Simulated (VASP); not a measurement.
# Cu (I4/mmm) in VASP: further runs

Runs on Cu. Level: PBE. Tasks: single point.

Program: VASP 6.6.1. These are calculated values, not measurements. Logs are shortened: lines on timing, memory, paths and dates and some standing lists are left out, and cuts for length are marked.

## (1) The cell of the first run

It takes space group I4/mmm (No. 139, tetragonal). The conventional cell has a = 2.809 Å, b = 2.809 Å, c = 2.681 Å, α = 90.00°, β = 90.00°, γ = 90.00°. Cu (site symmetry 4/mmm) has 14 Cu at 2.40 to 2.81 Å within 3.2 Å.

## (2) Single point, PBE (10.57 Å³/atom)

Contents of INCAR:

```
SYSTEM = Cu
PREC = Accurate
ENCUT = 820
EDIFF = 1E-6
ISMEAR = 0
SIGMA = 0.1
LREAL = .FALSE.
LASPH = .TRUE.
NELM = 120
ALGO = Normal
ISIF = 2
LWAVE = .FALSE.
LCHARG = .TRUE.
GGA = PE
LELF = .TRUE.
LVHAR = .TRUE.
NBANDS = 16
GGA_COMPAT = .FALSE.
```

Contents of KPOINTS:

```
regular mesh
0
G
  20 20 20
  0 0 0
```

Contents of POSCAR:

```
Cu
1.0
   -1.4042632434      1.4042632434      1.3403598067
    1.4042632434     -1.4042632434      1.3403598067
    1.4042632434      1.4042632434     -1.3403598067
Cu
1
Direct
    0.0000000000      0.0000000000      0.0000000000
```

Potentials or basis: VASP PAW PBE potentials, release 64 (Cu_sv_GW).

On the command line:

```console
$ cat potpaw_PBE.64/Cu_sv_GW/POTCAR > POTCAR
$ mpirun -np 1 vasp_std > vasp.out
```

OUTCAR:

```text
SYSTEM = Cu
   PREC = Accurate
   ENCUT = 820
   EDIFF = 1E-6
   ISMEAR = 0
   LREAL = .FALSE.
   LASPH = .TRUE.
   NELM = 120
   ISIF = 2
   GGA = PE

 ion  position               nearest neighbor table
   1  0.000  0.000  0.000-

  LATTYP: Found a body centered tetragonal cell.
 ALAT       =     2.8085264868
 C/A-ratio  =     0.9544932640

  Lattice vectors:

 A1 = (  -1.4042632434,   1.4042632434,   1.3403598067)
 A2 = (   1.4042632434,  -1.4042632434,   1.3403598067)
 A3 = (   1.4042632434,   1.4042632434,  -1.3403598067)

Analysis of symmetry for initial positions (statically):
=====================================================================
 Subroutine PRICEL returns:
 Original cell was already a primitive cell.

 Routine SETGRP: Setting up the symmetry group for a
 body centered tetragonal supercell.

 Subroutine GETGRP returns: Found 16 space group operations
 (whereof 16 operations were pure point group operations)
 out of a pool of 16 trial point group operations.

The static configuration has the point symmetry D_4h.

Analysis of symmetry for dynamics (positions and initial velocities):
=====================================================================
 Subroutine PRICEL returns:
 Original cell was already a primitive cell.

 Routine SETGRP: Setting up the symmetry group for a
 body centered tetragonal supercell.

 Subroutine GETGRP returns: Found 16 space group operations
 (whereof 16 operations were pure point group operations)
 out of a pool of 16 trial point group operations.

The dynamic configuration has the point symmetry D_4h.

 Subroutine INISYM returns: Found 16 space group operations
 (whereof 16 operations are pure point group operations),
 and found     1 'primitive' translations

----------------------------------------------------------------------------------------

                                     Primitive cell

  volume of cell :      10.5725

  direct lattice vectors                    reciprocal lattice vectors
    -1.404263243  1.404263243  1.340359807     0.000000000  0.356058597  0.373034164
     1.404263243 -1.404263243  1.340359807     0.356058597  0.000000000  0.373034164
     1.404263243  1.404263243 -1.340359807     0.356058597  0.356058597  0.000000000

  length of vectors
     2.395928823  2.395928823  2.395928823     0.515686156  0.515686156  0.503542897

  position of ions in fractional coordinates (direct lattice)
     0.000000000  0.000000000  0.000000000

  ion indices of the primitive-cell ions
[... 66 lines left out ...]
   ISTART =      0    job   : 0-new  1-cont  2-samecut
   ICHARG =      2    charge: 1-file 2-atom 10-const
   ISPIN  =      1    spin polarized calculation?
   LNONCOLLINEAR =      F non collinear calculations
   LSORBIT =      F    spin-orbit coupling
   LASPH  =      T    aspherical Exc in radial PAW
   ENCUT  =  820.0 eV  60.27 Ry    7.76 a.u.   5.59  5.59  5.59*2*pi/ulx,y,z
   NELM   =    120;   NELMIN=  2; NELMDL= -5     # of ELM steps
   EDIFF  = 0.1E-05   stopping-criterion for ELM
   LREAL  =      F    real-space projection
[... 7 lines left out ...]
   TEBEG  =    0.0;   TEEND  =   0.0 temperature during run
   PSTRESS=    0.0 pullay stress
   NELECT =      19.0000    total number of electrons
   NUPDOWN=      -1.0000    fix difference up-down
   EMIN   =  10.00;   EMAX   =-10.00  energy-range for DOS
   EFERMI =   0.00;   METHOD = LEGACY
   ISMEAR =     0;   SIGMA  =   0.10  broadening in eV -4-tet -1-fermi 0-gaus
   EFERMI_NEDOS =   21; number of points for ismear=-14 and -15
   IALGO  =     38    algorithm
   IMIX   =      4    mixing-type and parameters
     AMIX     =   0.40;   BMIX     =  1.00
     AMIX_MAG =   1.60;   BMIX_MAG =  1.00
  volume/ion in A,a.u.               =      10.57        71.35
  Fermi-wavevector in a.u.,A,eV,Ry     =   1.990367  3.761249 53.900320  3.961562
  Thomas-Fermi vector in A             =   3.008296
   LORBIT       =      0    0 simple, 1 ext, 2 COOP (PROOUT), +10 PAW based schemes
   GGA     = PE    functional components
   LHFCALC =     F    Hartree Fock is set to
   AEXX    =    0.0000 exact exchange contribution
   IVDW    =     0    specifies the selected vdW correction
   LEPSILON=     F    determine dielectric tensor
   LRPA    =     F    only Hartree local field effects (RPA)
 non-spin polarized calculation
 Gauss-broadening in eV      SIGMA  =   0.10
  energy-cutoff  :      820.00
  volume of cell :       10.57
 maximum number of plane-waves:       585
   NGX = 11   NGY = 11   NGZ = 11

 number of electron      19.0000000 magnetization

 Free energy of the ion-electron system (eV)
  ---------------------------------------------------
  ext. energy  EPLUGINS =         0.00000000
  ---------------------------------------------------
  free energy    TOTEN  =        -3.66401721 eV

  energy without entropy =       -3.66197177  energy(sigma->0) =       -3.66299449

 E-fermi :   9.0705     XC(G=0): -14.0848

 val. band max:        9.0271670407   @ k =  -0.3500   0.4000   0.2000
 cond. band min:       9.0793793224   @ k =  -0.1000  -0.4500   0.1000
 fundamental gap:      0.0522122818
 Fermi energy:         9.0704942859

 k-point     1 :       0.0000    0.0000    0.0000
  band No.  band energies     occupation
      1    -103.8518      2.00000
      2     -61.1328      2.00000
      3     -61.1285      2.00000
      4     -61.1285      2.00000
      5      -1.2542      2.00000
      6       5.4388      2.00000
[... 433 lines left out ...]
      3     -61.1741      2.00000
      4     -61.1332      2.00000
      5       2.4632      2.00000
      6       4.8849      2.00000
[... 8 lines left out ...]
     15      35.9788      0.00000
     16      42.8056      0.00000

 [... further k-points ...]

------------------------ aborting loop because EDIFF is reached ----------------------------------------

  FORCE on cell =-STRESS in cart. coord.  units (eV):
  Direction    XX          YY          ZZ          XY          YZ          ZX
  --------------------------------------------------------------------------------------
  -------------------------------------------------------------------------------------
  Total        1.5229986      1.5229986      1.5203632      0.0000000     -0.0000000      0.0000000
  in kB      230.7977909    230.7977909    230.3984075      0.0000000     -0.0000000      0.0000000
  external PRESSURE =     230.6646631 kB  Pullay stress =       0.0000000 kB

 VOLUME and BASIS-vectors are now :
 -----------------------------------------------------------------------------
  energy-cutoff  :      820.00
  volume of cell :       10.57
      direct lattice vectors                 reciprocal lattice vectors
    -1.404263243  1.404263243  1.340359807     0.000000000  0.356058597  0.373034164
     1.404263243 -1.404263243  1.340359807     0.356058597  0.000000000  0.373034164
     1.404263243  1.404263243 -1.340359807     0.356058597  0.356058597  0.000000000

 POSITION                                       TOTAL-FORCE (eV/Angst)
 -----------------------------------------------------------------------------------
      0.00000      0.00000      0.00000         0.000000      0.000000     -0.000000
 -----------------------------------------------------------------------------------
    total drift:                                0.000000      0.000000      0.000000

  FREE ENERGIE OF THE ION-ELECTRON SYSTEM (eV)
  ---------------------------------------------------
  free  energy   TOTEN  =        -3.6640172117 eV

  energy  without entropy=       -3.6619717654  energy(sigma->0) =       -3.66299449
```

OSZICAR:

```text
N       E                     dE             d eps       ncg     rms          rms(c)
DAV:   1     0.251596681614E+03    0.25160E+03   -0.14876E+04 26648   0.508E+03
DAV:   2     0.522249175292E+01   -0.24637E+03   -0.23416E+03 30968   0.997E+02
DAV:   3    -0.437667994425E+01   -0.95992E+01   -0.95570E+01 28328   0.196E+02
DAV:   4    -0.450319846809E+01   -0.12652E+00   -0.12651E+00 28040   0.154E+01
DAV:   5    -0.451030333879E+01   -0.71049E-02   -0.71048E-02 29784   0.400E+00    0.855E+00
DAV:   6    -0.411543288647E+01    0.39487E+00   -0.51448E+00 23584   0.186E+02    0.492E+00
DAV:   7    -0.368445565766E+01    0.43098E+00   -0.15826E+00 21904   0.985E+01    0.204E+00
DAV:   8    -0.366396604748E+01    0.20490E-01   -0.24696E-02 34560   0.545E+00    0.193E-01
DAV:   9    -0.366403757403E+01   -0.71527E-04   -0.52509E-04 31640   0.112E+00    0.845E-02
DAV:  10    -0.366401699623E+01    0.20578E-04   -0.43879E-05 33512   0.460E-01    0.445E-03
DAV:  11    -0.366401721173E+01   -0.21551E-06   -0.19240E-07 15312   0.162E-02
   1 F= -.36640172E+01 E0= -.36629945E+01  d E =-.204545E-02
```

stdout:

```text
POSCAR found type information on POSCAR Cu
 POSCAR found :  1 types and       1 ions
 scaLAPACK will be used
 LDA part: xc-table for (Slater+PW92), standard interpolation
 POSCAR, INCAR and KPOINTS ok, starting setup
 FFT: planning ... GRIDC
 FFT: planning ... GRID_SOFT
 FFT: planning ... GRID
 WAVECAR not read
 entering main loop
```

It took 88 s on 1 thread of Intel Xeon Platinum 8488C (Sapphire Rapids), shared host; peak memory 0.37 GiB.

What came out:

```
Free energy            : -3.6640 eV
Pressure               : 23.1 GPa
Band gap on the k mesh : zero (an odd number of electrons rules out a gap without spin polarisation)
```

Levels at points of the mesh, in eV from the Fermi level:
| k point | band 6 | band 7 | band 8 | band 9 | band 10 | band 11 | band 12 | band 13 | band 14 | band 15 |
| --- | --- | --- | --- | --- | --- | --- | --- | --- | --- | --- |
| (0.00, 0.00, 0.00) | -3.63 | -3.41 | -3.41 | -2.42 | -2.18 | 25.65 | 25.65 | 26.91 | 30.11 | 30.65 |
| (0.50, 0.00, 0.00) | -4.43 | -2.32 | -2.06 | -1.40 | -0.84 | 5.13 | 17.96 | 18.43 | 22.32 | 25.80 |
| (0.50, 0.50, 0.00) | -4.16 | -2.49 | -2.22 | -1.43 | -1.23 | 4.59 | 19.21 | 19.93 | 23.50 | 26.88 |
| (0.50, 0.50, 0.50) | -5.32 | -1.63 | -1.63 | -1.57 | 8.00 | 8.00 | 9.92 | 13.95 | 14.70 | 18.16 |

Caveat: the cell stands under pressure.

## (3) Single point, PBE (11.65 Å³/atom)

This run uses another cell than the first one, of 11.65 Å³/atom.

Contents of INCAR:

```
SYSTEM = Cu
PREC = Accurate
ENCUT = 820
EDIFF = 1E-6
ISMEAR = 0
SIGMA = 0.1
LREAL = .False.
LASPH = .True.
NELM = 120
ALGO = Normal
ISIF = 2
LWAVE = .False.
LCHARG = .False.
GGA = PE
NBANDS = 16
GGA_COMPAT = .False.
```

Contents of KPOINTS:

```
regular mesh
0
Gamma
  20 20 20
  0 0 0
```

Contents of POSCAR:

```
Cu
1.0
   -1.4606248781      1.4606248781      1.3656208157
    1.4606248781     -1.4606248781      1.3656208157
    1.4606248781      1.4606248781     -1.3656208157
Cu
1
Direct
    0.0000000000      0.0000000000      0.0000000000
```

Potentials or basis: VASP PAW PBE potentials, release 64 (Cu_sv_GW).

On the command line:

```console
$ cat potpaw_PBE.64/Cu_sv_GW/POTCAR > POTCAR
$ mpirun -np 1 vasp_std > vasp.out
```

Run time: 4.7 min. Hardware: 1 thread of AMD EPYC 7R43 (Zen 3), shared host; peak memory 0.35 GiB.

It converged, with:

```
Free energy            : -3.7550 eV
Pressure               : 3.6 GPa
Band gap on the k mesh : zero (an odd number of electrons rules out a gap without spin polarisation)
```

Stress tensor (GPa, compression positive):
```
3.57 0.00 0.00
0.00 3.57 0.00
0.00 0.00 3.71
```

Levels at points of the mesh, in eV from the Fermi level:
```csv
k point,band 6,band 7,band 8,band 9,band 10,band 11,band 12,band 13,band 14,band 15
"(0.00, 0.00, 0.00)",-3.30,-3.03,-3.03,-2.26,-1.96,24.42,24.42,26.30,28.40,28.46
"(0.50, 0.00, 0.00)",-3.97,-2.13,-1.85,-1.33,-0.50,4.67,17.02,17.05,20.98,23.93
"(0.50, 0.50, 0.00)",-3.63,-2.34,-2.05,-1.37,-1.01,3.93,18.80,19.06,22.62,25.48
"(0.50, 0.50, 0.50)",-4.68,-1.53,-1.53,-1.46,7.37,7.37,9.97,13.04,13.71,16.77
```

Caveat: the cell stands under pressure.

## (4) Single point, PBE (equal strain along all axes, cell held: -1.0 %)

Contents of INCAR:

```
PREC = Accurate ; ENCUT = 820
EDIFF = 1E-6 ; ISMEAR = 0
SIGMA = 0.1 ; LREAL = False
LASPH = True ; NELM = 120
ALGO = Normal ; ISIF = 2
LWAVE = False ; LCHARG = False
GGA = PE ; NBANDS = 26
GGA_COMPAT = False
```

Contents of KPOINTS:

```
Automatic mesh
0
Gamma
  14 14 16
```

Contents of POSCAR:

```
Cu
1.0
    2.9215512251      0.0000000000      0.0000000000
    0.0000000000      2.9215512251      0.0000000000
    0.0000000000      0.0000000000      2.7315196881
Cu
2
Direct
    0.0000000000      0.0000000000      0.0000000000
    0.5000000000      0.5000000000      0.5000000000
```

On the command line:

```console
$ cat potpaw_PBE.64/Cu_sv_GW/POTCAR > POTCAR
$ mpirun -np 1 vasp_std > vasp.out
```

Wall time 2.5 min (1 thread of Intel Xeon 6975P-C (Granite Rapids), shared host); peak memory 0.46 GiB.

The run converged. Its results:

```
Free energy            : -7.5143 eV
Pressure               : 2.7 GPa
Band gap on the k mesh : zero (bands 19 and 20 overlap by 7.69 eV)
```

Stress tensor (GPa, compression positive):
```
2.60 0.00 0.00
0.00 2.60 0.00
0.00 0.00 2.90
```

Levels at points of the mesh, in eV from the Fermi level:
```tsv
k point	band 15	band 16	band 17	band 18	band 19	band 20	band 21	band 22	band 23	band 24
(0.00, 0.00, 0.00)	-2.26	-1.97	-1.54	-1.54	-1.46	7.36	7.36	9.96	13.03	13.70
(0.50, 0.00, 0.00)	-2.67	-2.67	-2.29	-2.29	-1.47	-1.47	13.64	13.64	15.82	15.82
(0.50, 0.50, 0.00)	-2.06	-2.06	-1.37	-1.37	-1.02	-1.02	3.92	3.92	18.79	18.79
(0.00, 0.00, 0.50)	-2.94	-2.94	-2.38	-2.38	-0.94	-0.94	14.38	14.38	14.38	14.38
(0.50, 0.00, 0.50)	-1.85	-1.85	-1.34	-1.34	-0.50	-0.50	4.66	4.66	17.01	17.01
(0.50, 0.50, 0.50)	-2.02	-2.02	-1.89	-1.89	6.22	6.22	6.69	6.69	6.69	6.69
```

Caveat: the cell differs from its parent crystal (equal strain along all axes, cell held: -1.0 %).

(Part 1 of 2 ends here.)

The gap in the log of VASP goes by the Fermi energy; the results here count the filled bands.